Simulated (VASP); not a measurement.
# Be2Si in VASP: notebook

Runs on Be2Si. Level: PBE. Tasks: single point.

Program: VASP 6.6.1. These are calculated values, not measurements. Logs are shortened: lines on timing, memory, paths and dates and some standing lists are left out, and cuts for length are marked.

## Step 1: The cell of the first run

The structure is cubic, space group Fm-3m (No. 225). Conventional cell: a = 5.315 Å, b = 5.315 Å, c = 5.315 Å, α = 90.00°, β = 90.00°, γ = 90.00°. Within 3.0 Å of Si (site symmetry m-3m) lie 8 Be at 2.30 Å. Be (site symmetry -43m) has 4 Si at 2.30 Å and 6 Be at 2.66 Å within 3.0 Å.

## Step 2: Single point, PBE

File INCAR:

```
SYSTEM = Be2Si
PREC = Accurate ; ENCUT = 520
EDIFF = 1E-6 ; ISMEAR = -1
SIGMA = 0.05 ; LREAL = .FALSE.
LASPH = .TRUE. ; NELM = 100
ALGO = Fast ; ISIF = 2
LWAVE = .FALSE. ; LCHARG = .TRUE.
GGA = PE ; LELF = .TRUE.
LVHAR = .TRUE. ; NBANDS = 11
```

File KPOINTS:

```
regular mesh
0
G
  9 9 9
  0 0 0
```

File POSCAR:

```
Be2Si
1.0
    0.0000000000      2.6574839532      2.6574839532
    2.6574839532      0.0000000000      2.6574839532
    2.6574839532      2.6574839532      0.0000000000
Si Be
1 2
Direct
    0.0000000000      0.0000000000      0.0000000000
    0.2500000000      0.2500000000      0.2500000000
    0.7500000000      0.7500000000      0.7500000000
```

Potentials or basis: VASP PAW PBE potentials, release 64 (Si, Be).

Command:

```console
$ cat potpaw_PBE.64/Si/POTCAR potpaw_PBE.64/Be/POTCAR > POTCAR
$ mpirun -np 1 vasp_std > vasp.out
```

OUTCAR:

```text
SYSTEM = Be2Si
   PREC = Accurate
   ENCUT = 520
   EDIFF = 1E-6
   ISMEAR = -1
   LREAL = .FALSE.
   LASPH = .TRUE.
   NELM = 100
   ISIF = 2
   GGA = PE

 ion  position               nearest neighbor table
   1  0.000  0.000  0.000-   3 2.30   3 2.30   3 2.30   2 2.30   3 2.30   2 2.30   2 2.30   2 2.30

   2  0.250  0.250  0.250-   1 2.30   1 2.30   1 2.30   1 2.30
   3  0.750  0.750  0.750-   1 2.30   1 2.30   1 2.30   1 2.30

  LATTYP: Found a face centered cubic cell.
 ALAT       =     5.3149679064

  Lattice vectors:

 A1 = (   0.0000000000,   2.6574839532,   2.6574839532)
 A2 = (   2.6574839532,   0.0000000000,   2.6574839532)
 A3 = (   2.6574839532,   2.6574839532,   0.0000000000)

Analysis of symmetry for initial positions (statically):
=====================================================================
 Subroutine PRICEL returns:
 Original cell was already a primitive cell.

 Routine SETGRP: Setting up the symmetry group for a
 face centered cubic supercell.

 Subroutine GETGRP returns: Found 48 space group operations
 (whereof 48 operations were pure point group operations)
 out of a pool of 48 trial point group operations.

The static configuration has the point symmetry O_h .

Analysis of symmetry for dynamics (positions and initial velocities):
=====================================================================
 Subroutine PRICEL returns:
 Original cell was already a primitive cell.

 Routine SETGRP: Setting up the symmetry group for a
 face centered cubic supercell.

 Subroutine GETGRP returns: Found 48 space group operations
 (whereof 48 operations were pure point group operations)
 out of a pool of 48 trial point group operations.

The dynamic configuration has the point symmetry O_h .

 Subroutine INISYM returns: Found 48 space group operations
 (whereof 48 operations are pure point group operations),
 and found     1 'primitive' translations

----------------------------------------------------------------------------------------

                                     Primitive cell

  volume of cell :      37.5355

  direct lattice vectors                    reciprocal lattice vectors
     0.000000000  2.657483953  2.657483953    -0.188147891  0.188147891  0.188147891
     2.657483953  0.000000000  2.657483953     0.188147891 -0.188147891  0.188147891
     2.657483953  2.657483953  0.000000000     0.188147891  0.188147891 -0.188147891

  length of vectors
     3.758249848  3.758249848  3.758249848     0.325881706  0.325881706  0.325881706

  position of ions in fractional coordinates (direct lattice)
     0.000000000  0.000000000  0.000000000
     0.250000000  0.250000000  0.250000000
     0.750000000  0.750000000  0.750000000

  ion indices of the primitive-cell ions
   primitive index   ion index
                 1           1
                 2           2
                 3           3

----------------------------------------------------------------------------------------

 KPOINTS: regular mesh

Automatic generation of k-mesh.
 Grid dimensions read from file:
 generate k-points for:    9    9    9

 Generating k-lattice:

  Cartesian coordinates                     Fractional coordinates (reciprocal lattice)
    -0.020905321  0.020905321  0.020905321     0.111111111  0.000000000  0.000000000
     0.020905321 -0.020905321  0.020905321     0.000000000  0.111111111  0.000000000
     0.020905321  0.020905321 -0.020905321     0.000000000  0.000000000  0.111111111

  Length of vectors
     0.036209078  0.036209078  0.036209078

  Shift w.r.t. Gamma in fractional coordinates (k-lattice)
     0.000000000  0.000000000  0.000000000

 Subroutine IBZKPT returns following result:
 ===========================================

 Found     35 irreducible k-points:

 Following reciprocal coordinates:
            Coordinates               Weight
  0.000000  0.000000  0.000000      1.000000
  0.111111  0.000000  0.000000      8.000000
  0.222222  0.000000  0.000000      8.000000
  0.333333  0.000000  0.000000      8.000000
  0.444444  0.000000  0.000000      8.000000
  0.111111  0.111111  0.000000      6.000000
[... 16 lines left out ...]
 -0.333333  0.333333  0.000000     12.000000
  0.444444  0.444444  0.000000      6.000000
 [... further k-points ...]
   k-points           NKPTS =     35   k-points in BZ     NKDIM =     35   number of bands    NBANDS=     11
   number of dos      NEDOS =    301   number of ions     NIONS =      3
   total plane-waves  NPLWV =  21952
   dimension x,y,z NGX =    28 NGY =   28 NGZ =   28
   dimension x,y,z NGXF=    56 NGYF=   56 NGZF=   56
   ions per type =               1   2
   NGX,Y,Z   is equivalent  to a cutoff of  12.39, 12.39, 12.39 a.u.
   NGXF,Y,Z  is equivalent  to a cutoff of  24.77, 24.77, 24.77 a.u.
 SYSTEM =  Be2Si
   PREC   = accura    normal or accurate (medium, high low for compatibility)
   ISTART =      0    job   : 0-new  1-cont  2-samecut
   ICHARG =      2    charge: 1-file 2-atom 10-const
   ISPIN  =      1    spin polarized calculation?
   LNONCOLLINEAR =      F non collinear calculations
   LSORBIT =      F    spin-orbit coupling
   LASPH  =      T    aspherical Exc in radial PAW
   ENCUT  =  520.0 eV  38.22 Ry    6.18 a.u.   6.99  6.99  6.99*2*pi/ulx,y,z
   NELM   =    100;   NELMIN=  2; NELMDL= -5     # of ELM steps
   EDIFF  = 0.1E-05   stopping-criterion for ELM
   LREAL  =      F    real-space projection
   EDIFFG = 0.1E-04   stopping-criterion for IOM
   NSW    =      0    number of steps for IOM
   IBRION =     -1    ionic relax: 0-MD 1-quasi-New 2-CG
   NFREE  =      0    steps in history (QN), initial steepest desc. (CG)
   ISIF   =      2    stress and relaxation
   ISYM   =      2    0-nonsym 1-usesym 2-fastsym
   POTIM  = 0.5000    time-step for ionic-motion
   TEBEG  =    0.0;   TEEND  =   0.0 temperature during run
   PSTRESS=    0.0 pullay stress
   NELECT =       8.0000    total number of electrons
   NUPDOWN=      -1.0000    fix difference up-down
   EMIN   =  10.00;   EMAX   =-10.00  energy-range for DOS
   EFERMI =   0.00;   METHOD = LEGACY
   ISMEAR =    -1;   SIGMA  =   0.05  broadening in eV -4-tet -1-fermi 0-gaus
   EFERMI_NEDOS =   21; number of points for ismear=-14 and -15
   IALGO  =     68    algorithm
   IMIX   =      4    mixing-type and parameters
     AMIX     =   0.40;   BMIX     =  1.00
     AMIX_MAG =   1.60;   BMIX_MAG =  1.00
  volume/ion in A,a.u.               =      12.51        84.43
  Fermi-wavevector in a.u.,A,eV,Ry     =   0.977892  1.847948 13.010878  0.956273
  Thomas-Fermi vector in A             =   2.108625
   LORBIT       =      0    0 simple, 1 ext, 2 COOP (PROOUT), +10 PAW based schemes
   GGA     = PE    functional components
   LHFCALC =     F    Hartree Fock is set to
   AEXX    =    0.0000 exact exchange contribution
   IVDW    =     0    specifies the selected vdW correction
   LEPSILON=     F    determine dielectric tensor
   LRPA    =     F    only Hartree local field effects (RPA)
 non-spin polarized calculation
 RMM-DIIS sequential band-by-band and
  energy-cutoff  :      520.00
  volume of cell :       37.54
 maximum number of plane-waves:      1022
   NGX = 13   NGY = 13   NGZ = 13

 number of electron       8.0000000 magnetization

 Free energy of the ion-electron system (eV)
  ---------------------------------------------------
  ext. energy  EPLUGINS =         0.00000000
  ---------------------------------------------------
  free energy    TOTEN  =       -12.24255065 eV

  energy without entropy =      -12.23982305  energy(sigma->0) =      -12.24118685

 E-fermi :   6.4786     XC(G=0):  -9.8945

 val. band max:        6.4068401069   @ k =   0.3333   0.3333   0.0000
 cond. band min:       6.5220728549   @ k =  -0.4444   0.4444   0.0000
 fundamental gap:      0.1152327480
 Fermi energy:         6.4786206654

 k-point     1 :       0.0000    0.0000    0.0000
  band No.  band energies     occupation
      1      -5.4139      2.00000
      2       6.9352      0.00022
      3       6.9352      0.00022
      4       6.9352      0.00022
      5       7.2905      0.00000
      6       7.2905      0.00000
      7       7.2905      0.00000
      8      12.3882      0.00000
      9      13.6787      0.00000
     10      13.8849      0.00000
     11      13.8849      0.00000

 k-point     2 :       0.1111    0.0000    0.0000
  band No.  band energies     occupation
      1      -5.2556      2.00000
      2       5.0575      2.00000
      3       6.2827      1.96104
      4       6.2827      1.96104
      5       7.9955      0.00000
      6       7.9955      0.00000
      7       8.4445      0.00000
      8      12.7279      0.00000
      9      12.8225      0.00000
     10      12.8225      0.00000
     11      13.8244      0.00000

 k-point     3 :       0.2222    0.0000    0.0000
  band No.  band energies     occupation
      1      -4.7881      2.00000
      2       2.9040      2.00000
      3       5.6944      2.00000
      4       5.6944      2.00000
      5       8.4051      0.00000
      6       8.4051      0.00000
      7       8.8810      0.00000
      8      12.5699      0.00000
      9      12.5699      0.00000
     10      12.9255      0.00000
     11      14.3620      0.00000

 k-point     4 :       0.3333    0.0000    0.0000
  band No.  band energies     occupation
      1      -4.0468      2.00000
      2       0.9599      2.00000
      3       5.3371      2.00000
      4       5.3371      2.00000
      5       8.1408      0.00000
      6       8.1408      0.00000
      7       8.9486      0.00000
      8      12.8303      0.00000
      9      13.7408      0.00000
     10      13.7408      0.00000
     11      15.4111      0.00000
[... 239 lines left out ...]
 k-point    22 :      -0.4444    0.3333    0.0000
  band No.  band energies     occupation
      1      -2.2356      2.00000
      2       0.4852      2.00000
      3       1.3792      2.00000
      4       3.1787      2.00000
      5       6.8449      0.00132
      6       9.6439      0.00000
      7      12.1005      0.00000
      8      13.1026      0.00000
      9      15.6471      0.00000
     10      16.2210      0.00000
     11      16.2971      0.00000

 k-point    23 :      -0.3333    0.3333    0.0000
  band No.  band energies     occupation
      1      -2.3000      2.00000
      2       0.5569      2.00000
      3       0.9593      2.00000
      4       3.6628      2.00000
      5       7.2048      0.00000
      6      11.0945      0.00000
      7      12.0019      0.00000
      8      12.7837      0.00000
      9      13.8808      0.00000
     10      14.4418      0.00000
     11      15.8501      0.00000

 k-point    24 :       0.4444    0.4444    0.0000
  band No.  band energies     occupation
      1      -2.4062      2.00000
      2       0.5083      2.00000
      3       2.7381      2.00000
      4       2.7381      2.00000
      5       6.2803      1.96284
      6       6.9558      0.00014
      7      13.8984      0.00000
      8      13.8984      0.00000
      9      17.1175      0.00000
     10      18.2540      0.00000
     11      18.2651      0.00000

 [... further k-points ...]
[... 5 lines left out ...]
  --------------------------------------------------------------------------------------
  -------------------------------------------------------------------------------------
  Total       -0.3960009     -0.3960009     -0.3960009      0.0000000     -0.0000000      0.0000000
  in kB      -16.9030384    -16.9030384    -16.9030384      0.0000000     -0.0000000      0.0000000
  external PRESSURE =     -16.9030384 kB  Pullay stress =       0.0000000 kB

 VOLUME and BASIS-vectors are now :
 -----------------------------------------------------------------------------
  energy-cutoff  :      520.00
  volume of cell :       37.54
      direct lattice vectors                 reciprocal lattice vectors
     0.000000000  2.657483953  2.657483953    -0.188147891  0.188147891  0.188147891
     2.657483953  0.000000000  2.657483953     0.188147891 -0.188147891  0.188147891
     2.657483953  2.657483953  0.000000000     0.188147891  0.188147891 -0.188147891

 POSITION                                       TOTAL-FORCE (eV/Angst)
 -----------------------------------------------------------------------------------
      0.00000      0.00000      0.00000        -0.000000     -0.000000     -0.000000
      1.32874      1.32874      1.32874         0.000000     -0.000000      0.000000
      3.98623      3.98623      3.98623        -0.000000      0.000000      0.000000
 -----------------------------------------------------------------------------------
    total drift:                               -0.000000      0.000000     -0.000000

  FREE ENERGIE OF THE ION-ELECTRON SYSTEM (eV)
  ---------------------------------------------------
  free  energy   TOTEN  =       -12.2425506549 eV

  energy  without entropy=      -12.2398230496  energy(sigma->0) =      -12.24118685
```

Wall time 21 s (1 thread of Intel Xeon 8259CL, shared host); peak memory 0.15 GiB.

Results:

| Property | Result |
| --- | --- |
| Free energy | -12.2426 eV |
| Pressure | -1.7 GPa |
| Band gap on the k mesh | zero (bands 4 and 5 overlap by 0.65 eV) |

Levels at points of the mesh, in eV from the Fermi level:
```
           k point  band 1  band 2  band 3  band 4  band 5  band 6  band 7  band 8
(0.00, 0.00, 0.00)  -11.89    0.46    0.46    0.46    0.81    0.81    0.81    5.91
```

## Step 3: Single point, PBE

This run uses another cell than the first one, of 12.76 Å³/atom.

File INCAR:

```
  PREC = Accurate
  ENCUT = 520
  EDIFF = 1E-6
  ISMEAR = -1
  SIGMA = 0.05
  LREAL = F
  LASPH = T
  NELM = 60
  ALGO = Normal
  ISIF = 2
  LWAVE = F
  LCHARG = T
  GGA = PE
  LELF = T
  LVHAR = T
  NBANDS = 11
```

File KPOINTS:

```
Automatic mesh
0
Gamma
  9 9 9
```

File POSCAR:

```
Be2Si
1.0
    0.0000000000      2.6747408261      2.6747408261
    2.6747408261      0.0000000000      2.6747408261
    2.6747408261      2.6747408261      0.0000000000
Si Be
1 2
Direct
    0.0000000000      0.0000000000      0.0000000000
    0.2500000000      0.2500000000      0.2500000000
    0.7500000000      0.7500000000      0.7500000000
```

Potentials or basis: VASP PAW PBE potentials, release 64 (Si, Be).

Command:

```console
$ cat potpaw_PBE.64/Si/POTCAR potpaw_PBE.64/Be/POTCAR > POTCAR
$ mpirun -np 1 vasp_std > vasp.out
```

Wall time 17 s (1 thread of Intel Xeon 8259CL, shared host); peak memory 0.15 GiB.

The run converged. Its results:

```yaml
Free_energy: -12.2307 eV
Pressure: -3.4 GPa
Band_gap_on_the_k_mesh: zero (bands 4 and 5 overlap by 0.70 eV)
```

Levels at points of the mesh, in eV from the Fermi level:
```csv
k point,band 1,band 2,band 3,band 4,band 5,band 6,band 7,band 8,band 9
"(0.00, 0.00, 0.00)",-11.76,0.49,0.49,0.49,0.80,0.80,0.80,5.73,7.01
```

Caveat: the cell stands under tension.

(Part 1 of 2 ends here.)
